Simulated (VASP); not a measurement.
# FeO (F-43m) in VASP: further runs

FeO is run at these levels: PBE; tasks: single point.

All numbers are computed with VASP 6.6.1; they aren't measurements. Logs are shortened: lines on timing, memory, paths and dates and some standing lists are left out, and cuts for length are marked.

### 1 The cell of the first run

It takes space group F-43m (No. 216, cubic). Conventional cell: a = 4.795 Å, b = 4.795 Å, c = 4.795 Å, α = 90.00°, β = 90.00°, γ = 90.00°. Fe (site symmetry -43m) has 4 O at 2.08 Å within 2.7 Å. Within 2.7 Å of O (site symmetry -43m) lie 4 Fe at 2.08 Å.

### 2 Single point, PBE, collinear spin, ferromagnetic start

The input, INCAR:

```
PREC = Accurate ; ENCUT = 520
EDIFF = 1E-6 ; ISMEAR = -1
SIGMA = 0.05 ; LREAL = F
LASPH = T ; NELM = 150
ALGO = Normal ; ISIF = 2
LWAVE = F ; LCHARG = F
ISPIN = 2 ; MAGMOM = 3 0
LORBIT = 11 ; LMAXMIX = 4
GGA = PE ; NBANDS = 18
```

The input, KPOINTS:

```
regular mesh
0
Gamma
  10 10 10
```

The input, POSCAR:

```
FeO
1.0
    0.0000000000      2.3976575998      2.3976575998
    2.3976575998      0.0000000000      2.3976575998
    2.3976575998      2.3976575998      0.0000000000
Fe O
1 1
Direct
    0.0000000000      0.0000000000      0.0000000000
    0.2500000000      0.2500000000      0.2500000000
```

Potentials or basis: VASP PAW PBE potentials, release 64 (Fe, O).

Launch:

```console
> cat potpaw_PBE.64/Fe/POTCAR potpaw_PBE.64/O/POTCAR > POTCAR
> mpirun -np 1 vasp_std > vasp.out
```

OUTCAR:

```text
PREC = Accurate
   ENCUT = 520
   EDIFF = 1E-6
   ISMEAR = -1
   LREAL = F
   LASPH = T
   NELM = 150
   ISIF = 2
   ISPIN = 2
   LORBIT = 11
   GGA = PE

 ion  position               nearest neighbor table
   1  0.000  0.000  0.000-   2 2.08   2 2.08   2 2.08   2 2.08
   2  0.250  0.250  0.250-   1 2.08   1 2.08   1 2.08   1 2.08

  LATTYP: Found a face centered cubic cell.
 ALAT       =     4.7953151996

  Lattice vectors:

 A1 = (   0.0000000000,   2.3976575998,   2.3976575998)
 A2 = (   2.3976575998,   0.0000000000,   2.3976575998)
 A3 = (   2.3976575998,   2.3976575998,   0.0000000000)

Analysis of symmetry for initial positions (statically):
=====================================================================
 Subroutine PRICEL returns:
 Original cell was already a primitive cell.

 Routine SETGRP: Setting up the symmetry group for a
 face centered cubic supercell.

 Subroutine GETGRP returns: Found 24 space group operations
 (whereof 24 operations were pure point group operations)
 out of a pool of 48 trial point group operations.

The static configuration has the point symmetry T_d .

Analysis of symmetry for dynamics (positions and initial velocities):
=====================================================================
 Subroutine PRICEL returns:
 Original cell was already a primitive cell.

 Routine SETGRP: Setting up the symmetry group for a
 face centered cubic supercell.

 Subroutine GETGRP returns: Found 24 space group operations
 (whereof 24 operations were pure point group operations)
 out of a pool of 48 trial point group operations.

The dynamic configuration has the point symmetry T_d .

Analysis of structural, dynamic, and magnetic symmetry:
=====================================================================
 Subroutine PRICEL returns:
 Original cell was already a primitive cell.

 Routine SETGRP: Setting up the symmetry group for a
 face centered cubic supercell.

 Subroutine GETGRP returns: Found 24 space group operations
 (whereof 24 operations were pure point group operations)
 out of a pool of 48 trial point group operations.

The overall configuration has the point symmetry T_d .

 Subroutine INISYM returns: Found 24 space group operations
 (whereof 24 operations are pure point group operations),
 and found     1 'primitive' translations

----------------------------------------------------------------------------------------

                                     Primitive cell

  volume of cell :      27.5671

  direct lattice vectors                    reciprocal lattice vectors
     0.000000000  2.397657600  2.397657600    -0.208536865  0.208536865  0.208536865
     2.397657600  0.000000000  2.397657600     0.208536865 -0.208536865  0.208536865
     2.397657600  2.397657600  0.000000000     0.208536865  0.208536865 -0.208536865

  length of vectors
     3.390799896  3.390799896  3.390799896     0.361196446  0.361196446  0.361196446

  position of ions in fractional coordinates (direct lattice)
     0.000000000  0.000000000  0.000000000
     0.250000000  0.250000000  0.250000000

  ion indices of the primitive-cell ions
   primitive index   ion index
                 1           1
                 2           2

----------------------------------------------------------------------------------------

 KPOINTS: regular mesh

Automatic generation of k-mesh.
 Grid dimensions read from file:
 generate k-points for:   10   10   10

 Generating k-lattice:

  Cartesian coordinates                     Fractional coordinates (reciprocal lattice)
    -0.020853687  0.020853687  0.020853687     0.100000000  0.000000000  0.000000000
     0.020853687 -0.020853687  0.020853687     0.000000000  0.100000000  0.000000000
     0.020853687  0.020853687 -0.020853687     0.000000000  0.000000000  0.100000000

  Length of vectors
     0.036119645  0.036119645  0.036119645

  Shift w.r.t. Gamma in fractional coordinates (k-lattice)
     0.000000000  0.000000000  0.000000000

 Subroutine IBZKPT returns following result:
 ===========================================

 Found     47 irreducible k-points:

 Following reciprocal coordinates:
            Coordinates               Weight
  0.000000  0.000000  0.000000      1.000000
  0.100000  0.000000  0.000000      8.000000
  0.200000  0.000000  0.000000      8.000000
  0.300000  0.000000  0.000000      8.000000
  0.400000  0.000000  0.000000      8.000000
  0.500000  0.000000  0.000000      4.000000
[... 16 lines left out ...]
  0.300000  0.300000  0.000000      6.000000
  0.400000  0.300000  0.000000     24.000000
 [... further k-points ...]
   k-points           NKPTS =     47   k-points in BZ     NKDIM =     47   number of bands    NBANDS=     18
   number of dos      NEDOS =    301   number of ions     NIONS =      2
   total plane-waves  NPLWV =  21952
   dimension x,y,z NGX =    28 NGY =   28 NGZ =   28
   dimension x,y,z NGXF=    56 NGYF=   56 NGZF=   56
   ions per type =               1   1
   NGX,Y,Z   is equivalent  to a cutoff of  13.73, 13.73, 13.73 a.u.
   NGXF,Y,Z  is equivalent  to a cutoff of  27.46, 27.46, 27.46 a.u.
 SYSTEM =  unknown system
   PREC   = accura    normal or accurate (medium, high low for compatibility)
   ISTART =      0    job   : 0-new  1-cont  2-samecut
   ICHARG =      2    charge: 1-file 2-atom 10-const
   ISPIN  =      2    spin polarized calculation?
   LNONCOLLINEAR =      F non collinear calculations
   LSORBIT =      F    spin-orbit coupling
   LASPH  =      T    aspherical Exc in radial PAW
   ENCUT  =  520.0 eV  38.22 Ry    6.18 a.u.   6.30  6.30  6.30*2*pi/ulx,y,z
   NELM   =    150;   NELMIN=  2; NELMDL= -5     # of ELM steps
   EDIFF  = 0.1E-05   stopping-criterion for ELM
   LREAL  =      F    real-space projection
   EDIFFG = 0.1E-04   stopping-criterion for IOM
   NSW    =      0    number of steps for IOM
   IBRION =     -1    ionic relax: 0-MD 1-quasi-New 2-CG
   NFREE  =      0    steps in history (QN), initial steepest desc. (CG)
   ISIF   =      2    stress and relaxation
   ISYM   =      2    0-nonsym 1-usesym 2-fastsym
   POTIM  = 0.5000    time-step for ionic-motion
   TEBEG  =    0.0;   TEEND  =   0.0 temperature during run
   PSTRESS=    0.0 pullay stress
   NELECT =      14.0000    total number of electrons
   NUPDOWN=      -1.0000    fix difference up-down
   EMIN   =  10.00;   EMAX   =-10.00  energy-range for DOS
   EFERMI =   0.00;   METHOD = LEGACY
   ISMEAR =    -1;   SIGMA  =   0.05  broadening in eV -4-tet -1-fermi 0-gaus
   EFERMI_NEDOS =   21; number of points for ismear=-14 and -15
   IALGO  =     38    algorithm
   IMIX   =      4    mixing-type and parameters
     AMIX     =   0.40;   BMIX     =  1.00
     AMIX_MAG =   1.60;   BMIX_MAG =  1.00
  volume/ion in A,a.u.               =      13.78        93.02
  Fermi-wavevector in a.u.,A,eV,Ry     =   1.306132  2.468231 23.211272  1.705980
  Thomas-Fermi vector in A             =   2.436954
   LORBIT       =     11    0 simple, 1 ext, 2 COOP (PROOUT), +10 PAW based schemes
   GGA     = PE    functional components
   LHFCALC =     F    Hartree Fock is set to
   AEXX    =    0.0000 exact exchange contribution
   IVDW    =     0    specifies the selected vdW correction
   LEPSILON=     F    determine dielectric tensor
   LRPA    =     F    only Hartree local field effects (RPA)
 spin polarized calculation
  energy-cutoff  :      520.00
  volume of cell :       27.57
 maximum number of plane-waves:       757
 NGX is ok and might be reduce to    28
   NGX = 13   NGY = 13   NGZ = 13

 number of electron      13.9999998 magnetization       4.0237592

 Free energy of the ion-electron system (eV)
  ---------------------------------------------------
  ext. energy  EPLUGINS =         0.00000000
  ---------------------------------------------------
  free energy    TOTEN  =       -14.83113994 eV

  energy without entropy =      -14.80994383  energy(sigma->0) =      -14.82054189

 E-fermi :   3.3702     XC(G=0): -10.2687

 val. band max:        3.3627309571   @ k =   0.4000   0.1000   0.0000
 cond. band min:       3.3828337062   @ k =  -0.3000   0.1000   0.0000
 fundamental gap:      0.0201027491
 Fermi energy:         3.3701613441

 spin component 1

 k-point     1 :       0.0000    0.0000    0.0000
  band No.  band energies     occupation
      1     -16.1362      1.00000
      2      -2.6506      1.00000
      3      -2.6506      1.00000
      4      -2.6506      1.00000
      5      -0.1517      1.00000
      6      -0.1517      1.00000
[... 10 lines left out ...]
     17      21.2205      0.00000
     18      23.2082      0.00000

 k-point     2 :       0.1000    0.0000    0.0000
  band No.  band energies     occupation
      1     -16.0971      1.00000
      2      -2.7606      1.00000
      3      -2.6179      1.00000
      4      -2.6179      1.00000
      5      -0.1607      1.00000
      6      -0.1607      1.00000
[... 10 lines left out ...]
     17      22.9419      0.00000
     18      24.1245      0.00000

 k-point     3 :       0.2000    0.0000    0.0000
  band No.  band energies     occupation
      1     -15.9936      1.00000
      2      -2.9769      1.00000
      3      -2.5361      1.00000
      4      -2.5361      1.00000
      5      -0.1675      1.00000
      6      -0.1675      1.00000
[... 10 lines left out ...]
     17      25.0432      0.00000
     18      25.6394      0.00000

 k-point     4 :       0.3000    0.0000    0.0000
  band No.  band energies     occupation
      1     -15.8647      1.00000
      2      -3.1266      1.00000
      3      -2.4454      1.00000
      4      -2.4454      1.00000
      5      -0.1334      1.00000
      6      -0.1334      1.00000
[... 375 lines left out ...]
      4      -2.3883      1.00000
      5      -0.2453      1.00000
      6      -0.0340      1.00000
[... 10 lines left out ...]
     17      24.1954      0.00000
     18      26.6796      0.00000

 k-point    23 :       0.3000    0.3000    0.0000
  band No.  band energies     occupation
      1     -15.7791      1.00000
      2      -3.3475      1.00000
      3      -2.1925      1.00000
      4      -2.1925      1.00000
      5      -0.4226      1.00000
      6      -0.0000      1.00000
[... 10 lines left out ...]
     17      26.7552      0.00000
     18      26.7552      0.00000

 k-point    24 :       0.4000    0.3000    0.0000
  band No.  band energies     occupation
      1     -15.6982      1.00000
      2      -3.3475      1.00000
      3      -2.0973      1.00000
      4      -2.0743      1.00000
      5      -0.3846      1.00000
      6       0.0312      1.00000
[... 10 lines left out ...]
     17      26.6660      0.00000
     18      28.4006      0.00000

 [... further k-points ...]

 spin component 2

 k-point     1 :       0.0000    0.0000    0.0000
  band No.  band energies     occupation
      1     -15.6119      1.00000
      2      -1.2677      1.00000
      3      -1.2677      1.00000
      4      -1.2677      1.00000
      5       3.0125      0.99922
      6       3.5024      0.06629
[... 10 lines left out ...]
     17      21.5017      0.00000
     18      24.0538      0.00000

 k-point     2 :       0.1000    0.0000    0.0000
  band No.  band energies     occupation
      1     -15.5716      1.00000
      2      -1.4895      1.00000
      3      -1.2453      1.00000
      4      -1.2453      1.00000
      5       3.4221      0.26155
      6       3.4803      0.09953
[... 10 lines left out ...]
     17      23.3977      0.00000
     18      24.8906      0.00000

 k-point     3 :       0.2000    0.0000    0.0000
  band No.  band energies     occupation
      1     -15.4645      1.00000
      2      -1.9293      1.00000
      3      -1.1897      1.00000
      4      -1.1897      1.00000
      5       3.4494      0.17001
      6       3.4494      0.16998
[... 10 lines left out ...]
     17      25.6337      0.00000
     18      26.3439      0.00000

 k-point     4 :       0.3000    0.0000    0.0000
  band No.  band energies     occupation
      1     -15.3306      1.00000
      2      -2.3098      1.00000
      3      -1.1276      1.00000
      4      -1.1276      1.00000
      5       3.4751      0.10928
      6       3.4751      0.10926
[... 375 lines left out ...]
      4      -1.0791      1.00000
      5       3.2946      0.81926
      6       3.6039      0.00924
[... 10 lines left out ...]
     17      24.7721      0.00000
     18      27.3300      0.00000

 k-point    23 :       0.3000    0.3000    0.0000
  band No.  band energies     occupation
      1     -15.2423      1.00000
      2      -2.3875      1.00000
      3      -1.0653      1.00000
      4      -1.0653      1.00000
      5       2.8437      0.99997
      6       3.7285      0.00077
[... 10 lines left out ...]
     17      27.4149      0.00000
     18      27.4149      0.00000

 k-point    24 :       0.4000    0.3000    0.0000
  band No.  band energies     occupation
      1     -15.1580      1.00000
      2      -2.4467      1.00000
      3      -1.0762      1.00000
      4      -1.0101      1.00000
      5       2.7683      0.99999
      6       3.7653      0.00037
[... 10 lines left out ...]
     17      27.1863      0.00000
     18      29.0169      0.00000

 [... further k-points ...]
[... 5 lines left out ...]
  --------------------------------------------------------------------------------------
  -------------------------------------------------------------------------------------
  Total       -2.3205129     -2.3205129     -2.3205129      0.0000000      0.0000000     -0.0000000
  in kB     -134.8661895   -134.8661895   -134.8661895      0.0000000      0.0000000     -0.0000000
  external PRESSURE =    -134.8661895 kB  Pullay stress =       0.0000000 kB

 VOLUME and BASIS-vectors are now :
 -----------------------------------------------------------------------------
  energy-cutoff  :      520.00
  volume of cell :       27.57
      direct lattice vectors                 reciprocal lattice vectors
     0.000000000  2.397657600  2.397657600    -0.208536865  0.208536865  0.208536865
     2.397657600  0.000000000  2.397657600     0.208536865 -0.208536865  0.208536865
     2.397657600  2.397657600  0.000000000     0.208536865  0.208536865 -0.208536865

 POSITION                                       TOTAL-FORCE (eV/Angst)
 -----------------------------------------------------------------------------------
      0.00000      0.00000      0.00000        -0.000000     -0.000000     -0.000000
      1.19883      1.19883      1.19883         0.000000      0.000000      0.000000
 -----------------------------------------------------------------------------------
    total drift:                                0.000000      0.000000      0.000000

  FREE ENERGIE OF THE ION-ELECTRON SYSTEM (eV)
  ---------------------------------------------------
  free  energy   TOTEN  =       -14.8311399425 eV

  energy  without entropy=      -14.8099438341  energy(sigma->0) =      -14.82054189

 total charge

# of ion       s       p       d       tot
------------------------------------------
    1        0.297   0.347   6.003   6.647
    2        1.553   3.395   0.000   4.948
--------------------------------------------------
tot          1.850   3.742   6.003  11.595

 magnetization (x)

# of ion       s       p       d       tot
------------------------------------------
    1        0.028   0.039   3.559   3.625
    2        0.019   0.266   0.000   0.285
--------------------------------------------------
tot          0.047   0.305   3.559   3.911
```

Wall time 87 s (1 thread of Intel Xeon Platinum 8488C (Sapphire Rapids), shared host); peak memory 0.19 GiB.

Results:

| Quantity | Value |
| --- | --- |
| Free energy | -14.8311 eV |
| Pressure | -13.5 GPa |
| Band gap on the k mesh | zero (filled and empty bands overlap) |
| Net moment | 4.02 μB per cell |
| Site moments | Fe +3.62; O +0.28 μB |
| Valence electrons inside the program's atomic spheres | Fe 6.65; O 4.95 |

Caveat: a cell with one magnetic atom can't hold antiferromagnetic order, which such compounds often take; semilocal functionals often make such compounds metallic where correlation or magnetic order opens a gap, which also shifts bond lengths.

### 3 Single point, PBE, collinear spin, ferromagnetic start

This run uses another cell than the first one, of 14.05 Å³/atom, 1.020 times its volume.

The input, INCAR:

```
SYSTEM = FeO
PREC = Accurate ; ENCUT = 520
EDIFF = 1E-6 ; ISMEAR = -1
SIGMA = 0.05 ; LREAL = .False.
LASPH = .True. ; NELM = 150
ALGO = Normal ; ISIF = 2
LWAVE = .False. ; LCHARG = .True.
ISPIN = 2 ; MAGMOM = 3 0
LORBIT = 11 ; LMAXMIX = 4
GGA = PE ; LELF = .True.
LVHAR = .True. ; NBANDS = 18
```

The input, KPOINTS:

```
regular mesh
0
Gamma
  10 10 10
  0 0 0
```

The input, POSCAR:

```
FeO
1.0
    0.0000000000      2.4132272413      2.4132272413
    2.4132272413      0.0000000000      2.4132272413
    2.4132272413      2.4132272413      0.0000000000
Fe O
1 1
Direct
    0.0000000000      0.0000000000      0.0000000000
    0.2500000000      0.2500000000      0.2500000000
```

Potentials or basis: VASP PAW PBE potentials, release 64 (Fe, O).

Launch:

```console
> cat potpaw_PBE.64/Fe/POTCAR potpaw_PBE.64/O/POTCAR > POTCAR
> mpirun -np 1 vasp_std > vasp.out
```

Wall time 98 s (1 thread of Intel Xeon Platinum 8488C (Sapphire Rapids), shared host); peak memory 0.19 GiB.

The run converged. Its results:

- Free energy: -14.7836 eV
- Pressure: -14.9 GPa
- Band gap on the k mesh: zero (filled and empty bands overlap)
- Net moment: 4.03 μB per cell
- Site moments: Fe +3.63; O +0.28 μB
- Valence electrons inside the program's atomic spheres: Fe 6.62; O 4.94

Levels at points of the mesh, in eV from the Fermi level:
Spin up:
```csv
k point,band 7,band 8,band 9,band 10,band 11,band 12
"(0.00, 0.00, 0.00)",-0.97,-0.72,-0.72,-0.72,11.91,11.91
"(0.50, 0.00, 0.00)",-3.24,-1.45,-1.45,4.02,5.43,11.47
"(0.50, 0.50, 0.00)",-2.79,-2.48,-2.48,3.93,7.52,9.32
```
Spin down:
| k point | band 1 | band 2 | band 3 | band 4 | band 5 | band 6 | band 7 | band 8 | band 9 | band 10 |
| --- | --- | --- | --- | --- | --- | --- | --- | --- | --- | --- |
| (0.00, 0.00, 0.00) | -18.87 | -4.54 | -4.54 | -4.54 | -0.38 | 0.13 | 0.13 | 1.98 | 1.98 | 1.98 |
| (0.50, 0.00, 0.00) | -18.45 | -5.86 | -4.35 | -4.35 | 0.07 | 0.26 | 0.26 | 1.32 | 1.32 | 4.80 |
| (0.50, 0.50, 0.00) | -18.33 | -5.82 | -4.20 | -4.20 | -0.79 | 0.40 | 0.47 | 0.75 | 0.75 | 4.93 |

Caveat: a cell with one magnetic atom can't hold antiferromagnetic order, which such compounds often take; semilocal functionals often make such compounds metallic where correlation or magnetic order opens a gap, which also shifts bond lengths.
